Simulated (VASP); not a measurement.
# ZnS (R3m) in VASP: a series of runs

ZnS is run at these levels: LDA+U; tasks: single point.

Program: VASP 6.6.1. These are calculated values, not measurements. Logs are shortened: lines on timing, memory, paths and dates and some standing lists are left out, and cuts for length are marked.

### Step 1. The cell of the first run

It takes space group R3m (No. 160, trigonal). The conventional cell has a = 3.806 Å, b = 3.806 Å, c = 28.056 Å, α = 90.00°, β = 90.00°, γ = 120.00°. Zn (site symmetry 3m) has 4 S at 2.33 to 2.34 Å within 3.1 Å. Zn (site symmetry 3m) has 4 S at 2.33 Å within 3.1 Å. Zn (site symmetry 3m) has 4 S at 2.33 to 2.34 Å within 3.1 Å. S (site symmetry 3m) has 4 Zn at 2.33 to 2.34 Å within 3.1 Å. S (site symmetry 3m) has 4 Zn at 2.33 to 2.34 Å within 3.1 Å. S (site symmetry 3m) has 4 Zn at 2.33 Å within 3.1 Å.

### Step 2. Single point, LDA+U

INCAR

```
SYSTEM = ZnS
PREC     = Accurate       ! precision mode
ENCUT    = 500            ! plane-wave cutoff, eV
EDIFF    = 1E-6           ! SCF threshold, eV
ISMEAR   = 0              ! smearing method
SIGMA    = 0.01           ! smearing width, eV
LREAL    = .False.        ! projectors in reciprocal space
LASPH    = .True.         ! aspherical terms in the spheres
NELM     = 200            ! most SCF steps
ALGO     = Normal         ! electronic algorithm
ISIF     = 2              ! what is computed and relaxed
LWAVE    = .False.        ! write WAVECAR
LCHARG   = .False.        ! write CHGCAR
LDAU     = .True.         ! DFT+U
LDAUTYPE = 2            
LDAUL    = 2 -1           ! shell
LDAUU    = 6 0            ! U, eV
LDAUJ    = 0 0          
LDAUPRINT= 1            
GGA      = CA             ! functional
NBANDS   = 36             ! bands
GGA_COMPAT= .False.
```

KPOINTS

```
Automatic mesh
0
Gamma
  6 6 6
  0 0 0
```

POSCAR

```
ZnS
1.0
    1.9030710000      1.0987385541      9.3519480000
   -1.9030710000      1.0987385541      9.3519480000
    0.0000000000     -2.1974771083      9.3519480000
Zn S
3 3
Direct
    0.9999706667      0.9999706667      0.9999706667
    0.2222690000      0.2222690000      0.2222690000
    0.4446133333      0.4446133333      0.4446133333
    0.0832670000      0.0832670000      0.0832670000
    0.5278423333      0.5278423333      0.5278423333
    0.3053630000      0.3053630000      0.3053630000
```

Potentials or basis: VASP PAW LDA potentials, release 64 (Zn, S).

On the command line:

```bash
cat potpaw_LDA.64/Zn/POTCAR potpaw_LDA.64/S/POTCAR > POTCAR
mpirun -np 1 vasp_std > vasp.out
```

OUTCAR:

```text
SYSTEM = ZnS
   PREC = Accurate
   ENCUT = 500
   EDIFF = 1E-6
   ISMEAR = 0
   LREAL = .False.
   LASPH = .True.
   NELM = 200
   ISIF = 2
   GGA = CA

 ion  position               nearest neighbor table
   1  1.000  1.000  1.000-   6 2.33   6 2.33   6 2.33   4 2.34
   2  0.222  0.222  0.222-   6 2.33   5 2.33   5 2.33   5 2.33
   3  0.445  0.445  0.445-   4 2.33   4 2.33   4 2.33   5 2.34
   4  0.083  0.083  0.083-   3 2.33   3 2.33   3 2.33   1 2.34
   5  0.528  0.528  0.528-   2 2.33   2 2.33   2 2.33   3 2.34
   6  0.305  0.305  0.305-   2 2.33   1 2.33   1 2.33   1 2.33

  LATTYP: Found a trigonal (rhomboedric) cell.
 ALAT       =     9.6066558716
 COS(alpha) =     0.9215134010

  Lattice vectors:

 A1 = (   1.9030710000,   1.0987385541,   9.3519480000)
 A2 = (  -1.9030710000,   1.0987385541,   9.3519480000)
 A3 = (   0.0000000000,  -2.1974771083,   9.3519480000)

Analysis of symmetry for initial positions (statically):
=====================================================================
 Subroutine PRICEL returns:
 Original cell was already a primitive cell.

 Routine SETGRP: Setting up the symmetry group for a
 trigonal (rhombohedral) supercell.

 Subroutine GETGRP returns: Found  6 space group operations
 (whereof  6 operations were pure point group operations)
 out of a pool of 12 trial point group operations.

The static configuration has the point symmetry C_3v.

Analysis of symmetry for dynamics (positions and initial velocities):
=====================================================================
 Subroutine PRICEL returns:
 Original cell was already a primitive cell.

 Routine SETGRP: Setting up the symmetry group for a
 trigonal (rhombohedral) supercell.

 Subroutine GETGRP returns: Found  6 space group operations
 (whereof  6 operations were pure point group operations)
 out of a pool of 12 trial point group operations.

The dynamic configuration has the point symmetry C_3v.

 Subroutine INISYM returns: Found  6 space group operations
 (whereof  6 operations are pure point group operations),
 and found     1 'primitive' translations

----------------------------------------------------------------------------------------

                                     Primitive cell

  volume of cell :     117.3283

  direct lattice vectors                    reciprocal lattice vectors
     1.903071000  1.098738554  9.351948000     0.262733235  0.151689104  0.035643198
    -1.903071000  1.098738554  9.351948000    -0.262733235  0.151689104  0.035643198
     0.000000000 -2.197477108  9.351948000     0.000000000 -0.303378208  0.035643198

  length of vectors
     9.606655872  9.606655872  9.606655872     0.305464850  0.305464850  0.305464850

  position of ions in fractional coordinates (direct lattice)
     0.999970667  0.999970667  0.999970667
     0.222269000  0.222269000  0.222269000
     0.444613333  0.444613333  0.444613333
     0.083267000  0.083267000  0.083267000
     0.527842333  0.527842333  0.527842333
     0.305363000  0.305363000  0.305363000

  ion indices of the primitive-cell ions
   primitive index   ion index
                 1           1
                 2           2
                 3           3
                 4           4
                 5           5
                 6           6

----------------------------------------------------------------------------------------

[... 30 lines left out ...]
  0.166667  0.166667  0.000000      6.000000
  0.333333  0.166667  0.000000     12.000000
[... 16 lines left out ...]
  0.500000  0.500000  0.166667      6.000000
 -0.333333  0.500000  0.166667     12.000000
 [... further k-points ...]
   k-points           NKPTS =     32   k-points in BZ     NKDIM =     32   number of bands    NBANDS=     36
   number of dos      NEDOS =    301   number of ions     NIONS =      6
   total plane-waves  NPLWV = 343000
   dimension x,y,z NGX =    70 NGY =   70 NGZ =   70
   dimension x,y,z NGXF=   140 NGYF=  140 NGZF=  140
   ions per type =               3   3
   NGX,Y,Z   is equivalent  to a cutoff of  12.11, 12.11, 12.11 a.u.
   NGXF,Y,Z  is equivalent  to a cutoff of  24.23, 24.23, 24.23 a.u.
 SYSTEM =  ZnS
   PREC   = accura    normal or accurate (medium, high low for compatibility)
   ISTART =      0    job   : 0-new  1-cont  2-samecut
   ICHARG =      2    charge: 1-file 2-atom 10-const
   ISPIN  =      1    spin polarized calculation?
   LNONCOLLINEAR =      F non collinear calculations
   LSORBIT =      F    spin-orbit coupling
   LASPH  =      T    aspherical Exc in radial PAW
   ENCUT  =  500.0 eV  36.75 Ry    6.06 a.u.  17.52 17.52 17.52*2*pi/ulx,y,z
   NELM   =    200;   NELMIN=  2; NELMDL= -5     # of ELM steps
   EDIFF  = 0.1E-05   stopping-criterion for ELM
   LREAL  =      F    real-space projection
   EDIFFG = 0.1E-04   stopping-criterion for IOM
   NSW    =      0    number of steps for IOM
   IBRION =     -1    ionic relax: 0-MD 1-quasi-New 2-CG
   NFREE  =      0    steps in history (QN), initial steepest desc. (CG)
   ISIF   =      2    stress and relaxation
   ISYM   =      2    0-nonsym 1-usesym 2-fastsym
   POTIM  = 0.5000    time-step for ionic-motion
   TEBEG  =    0.0;   TEEND  =   0.0 temperature during run
   PSTRESS=    0.0 pullay stress
   NELECT =      54.0000    total number of electrons
   NUPDOWN=      -1.0000    fix difference up-down
   EMIN   =  10.00;   EMAX   =-10.00  energy-range for DOS
   EFERMI =   0.00;   METHOD = LEGACY
   ISMEAR =     0;   SIGMA  =   0.01  broadening in eV -4-tet -1-fermi 0-gaus
   EFERMI_NEDOS =   21; number of points for ismear=-14 and -15
   IALGO  =     38    algorithm
   IMIX   =      4    mixing-type and parameters
     AMIX     =   0.40;   BMIX     =  1.00
     AMIX_MAG =   1.60;   BMIX_MAG =  1.00
  volume/ion in A,a.u.               =      19.55       131.96
  Fermi-wavevector in a.u.,A,eV,Ry     =   1.263975  2.388567 21.737118  1.597633
  Thomas-Fermi vector in A             =   2.397304
   LORBIT       =      0    0 simple, 1 ext, 2 COOP (PROOUT), +10 PAW based schemes
 LDA+U is selected, type is set to LDAUTYPE =  2
   angular momentum for each species LDAUL =     2   -1
   U (eV)           for each species LDAUU =   6.0  0.0
   J (eV)           for each species LDAUJ =   0.0  0.0
   GGA     = CA    functional components
   LHFCALC =     F    Hartree Fock is set to
   AEXX    =    0.0000 exact exchange contribution
   IVDW    =     0    specifies the selected vdW correction
   LEPSILON=     F    determine dielectric tensor
   LRPA    =     F    only Hartree local field effects (RPA)
 non-spin polarized calculation
 Gauss-broadening in eV      SIGMA  =   0.01
  energy-cutoff  :      500.00
  volume of cell :      117.33
 maximum number of plane-waves:      2996
   NGX = 35   NGY = 35   NGZ = 35

atom =   1  type =  1  l = 2

 onsite density matrix

spin component  1
[... 83 lines left out ...]
  o =  0.9852  v =  0.5780 -0.0001 -0.0000  0.8160 -0.0000  0.0000  0.0000  0.0000  0.0000  0.0000      0.0000  0.0000  0.0000  0.0000  0.0000  0.0000  0.0000  0.0000  0.0000  0.0000
  o =  0.9852  v =  0.0000  0.0000  0.0000  0.0000  0.0000  0.5780 -0.0001 -0.0000  0.8160 -0.0000      0.0000  0.0000  0.0000  0.0000  0.0000  0.0000  0.0000  0.0000  0.0000  0.0000
  o =  0.9852  v =  0.0000  0.8160  0.0000  0.0001  0.5780  0.0000  0.0000  0.0000  0.0000  0.0000      0.0000  0.0000  0.0000  0.0000  0.0000  0.0000  0.0000  0.0000  0.0000  0.0000
  o =  0.9852  v =  0.0000  0.0000  0.0000  0.0000  0.0000  0.0000  0.8160  0.0000  0.0001  0.5780      0.0000  0.0000  0.0000  0.0000  0.0000  0.0000  0.0000  0.0000  0.0000  0.0000
  o =  0.9986  v = -0.0000 -0.5780  0.0000  0.0000  0.8160  0.0000  0.0000  0.0000  0.0000  0.0000      0.0000  0.0000  0.0000  0.0000  0.0000  0.0000  0.0000  0.0000  0.0000  0.0000
  o =  0.9986  v =  0.0000  0.0000  0.0000  0.0000  0.0000 -0.0000 -0.5780  0.0000  0.0000  0.8160      0.0000  0.0000  0.0000  0.0000  0.0000  0.0000  0.0000  0.0000  0.0000  0.0000
  o =  0.9986  v =  0.8160 -0.0000  0.0000 -0.5780  0.0000  0.0000  0.0000  0.0000  0.0000  0.0000      0.0000  0.0000  0.0000  0.0000  0.0000  0.0000  0.0000  0.0000  0.0000  0.0000
  o =  0.9986  v =  0.0000  0.0000  0.0000  0.0000  0.0000  0.8160 -0.0000  0.0000 -0.5780  0.0000      0.0000  0.0000  0.0000  0.0000  0.0000  0.0000  0.0000  0.0000  0.0000  0.0000
  o =  0.9986  v =  0.0000  0.0000  0.0000  0.0000  0.0000  0.0000 -0.0000 -1.0000 -0.0000  0.0000      0.0000  0.0000  0.0000  0.0000  0.0000  0.0000  0.0000  0.0000  0.0000  0.0000
  o =  0.9986  v =  0.0000 -0.0000 -1.0000 -0.0000  0.0000  0.0000  0.0000  0.0000  0.0000  0.0000      0.0000  0.0000  0.0000  0.0000  0.0000  0.0000  0.0000  0.0000  0.0000  0.0000

 number of electron      54.0000004 magnetization

 Free energy of the ion-electron system (eV)
  ---------------------------------------------------
  ext. energy  EPLUGINS =         0.00000000
  ---------------------------------------------------
  free energy    TOTEN  =       -23.42590050 eV

  energy without entropy =      -23.42590050  energy(sigma->0) =      -23.42590050

 E-fermi :   1.7847     XC(G=0): -10.0508

 val. band max:        1.6996077212   @ k =   0.0000   0.0000   0.0000
 cond. band min:       4.0379408300   @ k =   0.0000   0.0000   0.0000
 fundamental gap:      2.3383331087
 Fermi energy:         1.7847055181

 k-point     1 :       0.0000    0.0000    0.0000
  band No.  band energies     occupation
      1     -11.1524      2.00000
      2     -10.5633      2.00000
      3     -10.5537      2.00000
      4      -6.8960      2.00000
      5      -6.8884      2.00000
      6      -6.8884      2.00000
[... 925 lines left out ...]
     35       9.3538      0.00000
     36      10.4817      0.00000

 [... further k-points ...]

------------------------ aborting loop because EDIFF is reached ----------------------------------------

  FORCE on cell =-STRESS in cart. coord.  units (eV):
  Direction    XX          YY          ZZ          XY          YZ          ZX
  --------------------------------------------------------------------------------------
  -------------------------------------------------------------------------------------
  Total       -4.3816199     -4.3816199     -4.4188105      0.0000000      0.0000000      0.0000000
  in kB      -59.8332497    -59.8332497    -60.3411068      0.0000000      0.0000000      0.0000000
  external PRESSURE =     -60.0025354 kB  Pullay stress =       0.0000000 kB

 VOLUME and BASIS-vectors are now :
 -----------------------------------------------------------------------------
  energy-cutoff  :      500.00
  volume of cell :      117.33
      direct lattice vectors                 reciprocal lattice vectors
     1.903071000  1.098738554  9.351948000     0.262733235  0.151689104  0.035643198
    -1.903071000  1.098738554  9.351948000    -0.262733235  0.151689104  0.035643198
     0.000000000 -2.197477108  9.351948000     0.000000000 -0.303378208  0.035643198

 POSITION                                       TOTAL-FORCE (eV/Angst)
 -----------------------------------------------------------------------------------
      0.00000     -0.00000     28.05502         0.000000      0.000000     -0.006423
      0.00000     -0.00000      6.23594         0.000000      0.000000     -0.011524
      0.00000     -0.00000     12.47400         0.000000      0.000000     -0.022195
      0.00000     -0.00000      2.33613         0.000000     -0.000000      0.016279
      0.00000     -0.00000     14.80906         0.000000     -0.000000      0.010320
      0.00000     -0.00000      8.56722         0.000000     -0.000000      0.013542
 -----------------------------------------------------------------------------------
    total drift:                               -0.000000      0.000000      0.000450

  FREE ENERGIE OF THE ION-ELECTRON SYSTEM (eV)
  ---------------------------------------------------
  free  energy   TOTEN  =       -23.4259004955 eV

  energy  without entropy=      -23.4259004955  energy(sigma->0) =      -23.42590050
```

Run time: 6.5 min. Hardware: 1 thread of Intel Xeon 6975P-C (Granite Rapids), shared host; peak memory 0.51 GiB.

Results:

* Free energy: -23.4259 eV
* Pressure: -6.0 GPa
* Largest force: 0.022 eV/Å
* Band gap on the k mesh: 2.34 eV

Forces in eV/Å, atoms in the order of the input:
```
Zn   0.000  0.000 -0.006
Zn   0.000  0.000 -0.012
Zn   0.000  0.000 -0.022
S    0.000  0.000  0.016
S    0.000  0.000  0.010
S    0.000  0.000  0.014
```

Levels at points of the mesh, in eV from the valence-band top:
```csv
k point,band 24,band 25,band 26,band 27,band 28,band 29,band 30,band 31
"(0.00, 0.00, 0.00)",-0.61,-0.05,0.00,0.00,2.34,3.48,3.63,6.53
"(0.50, 0.00, 0.00)",-1.77,-1.75,-1.19,-0.78,3.35,3.94,4.11,4.94
"(0.50, 0.50, 0.00)",-1.79,-1.16,-1.14,-1.14,3.38,3.64,4.34,4.99
"(0.50, 0.50, 0.50)",-0.23,-0.23,-0.21,-0.21,3.30,3.47,3.60,6.42
```

Eigenvalues of the final occupation matrices:
| site | spin | trace | eigenvalues |
| --- | --- | --- | --- |
| site 1 d | 1 | 4.97 | 0.99 0.99 1.00 1.00 1.00 |
| site 1 d | 2 | 4.97 | 0.99 0.99 1.00 1.00 1.00 |
| site 2 d | 1 | 4.97 | 0.99 0.99 1.00 1.00 1.00 |
| site 2 d | 2 | 4.97 | 0.99 0.99 1.00 1.00 1.00 |
| site 3 d | 1 | 4.97 | 0.99 0.99 1.00 1.00 1.00 |
| site 3 d | 2 | 4.97 | 0.99 0.99 1.00 1.00 1.00 |

Caveat: the cell stands under tension.

### Step 3. Single point, LDA+U

INCAR

```
SYSTEM = ZnS
PREC = Accurate
ENCUT = 500
EDIFF = 1E-6
ISMEAR = 0
SIGMA = 0.01
LREAL = .False.
LASPH = .True.
NELM = 200
ALGO = Normal
ISIF = 2
LWAVE = .False.
LCHARG = .False.
LDAU = .True.
LDAUTYPE = 2
LDAUL = 2 -1
LDAUU = 8 0
LDAUJ = 0 0
LDAUPRINT = 1
GGA = CA
NBANDS = 36
GGA_COMPAT = .False.
```

KPOINTS

```
regular mesh
0
Gamma
  6 6 6
  0 0 0
```

POSCAR is that of step 2.

Potentials or basis: VASP PAW LDA potentials, release 64 (Zn, S).

On the command line:

```bash
cat potpaw_LDA.64/Zn/POTCAR potpaw_LDA.64/S/POTCAR > POTCAR
mpirun -np 1 vasp_std > vasp.out
```

Run time: 7.4 min. Hardware: 1 thread of Intel Xeon 6975P-C (Granite Rapids), shared host; peak memory 0.51 GiB.

It converged, with:

```yaml
Free_energy: -23.2876 eV
Pressure: -7.1 GPa
Largest_force: 0.026 eV/Å
Band_gap_on_the_k_mesh: 2.46 eV
```

Forces in eV/Å, atoms in the order of the input:
```
Zn   0.000  0.000 -0.008
Zn   0.000  0.000 -0.016
Zn   0.000  0.000 -0.026
S    0.000  0.000  0.020
S    0.000  0.000  0.014
S    0.000  0.000  0.016
```

Levels at points of the mesh, in eV from the valence-band top:
| k point | band 24 | band 25 | band 26 | band 27 | band 28 | band 29 | band 30 | band 31 |
| --- | --- | --- | --- | --- | --- | --- | --- | --- |
| (0.00, 0.00, 0.00) | -0.57 | -0.05 | 0.00 | 0.00 | 2.46 | 3.59 | 3.74 | 6.65 |
| (0.50, 0.00, 0.00) | -1.69 | -1.68 | -1.14 | -0.73 | 3.42 | 4.01 | 4.18 | 5.00 |
| (0.50, 0.50, 0.00) | -1.73 | -1.10 | -1.09 | -1.08 | 3.46 | 3.70 | 4.41 | 5.04 |
| (0.50, 0.50, 0.50) | -0.21 | -0.21 | -0.19 | -0.19 | 3.40 | 3.58 | 3.72 | 6.52 |

Eigenvalues of the final occupation matrices:
```csv
site,spin,trace,eigenvalues
site 1 d,1,4.99,0.99 0.99 1.00 1.00 1.00
site 1 d,2,4.99,0.99 0.99 1.00 1.00 1.00
site 2 d,1,4.99,0.99 0.99 1.00 1.00 1.00
site 2 d,2,4.99,0.99 0.99 1.00 1.00 1.00
site 3 d,1,4.99,0.99 0.99 1.00 1.00 1.00
site 3 d,2,4.99,0.99 0.99 1.00 1.00 1.00
```

Caveat: the cell stands under tension. A k mesh can miss the band edges.
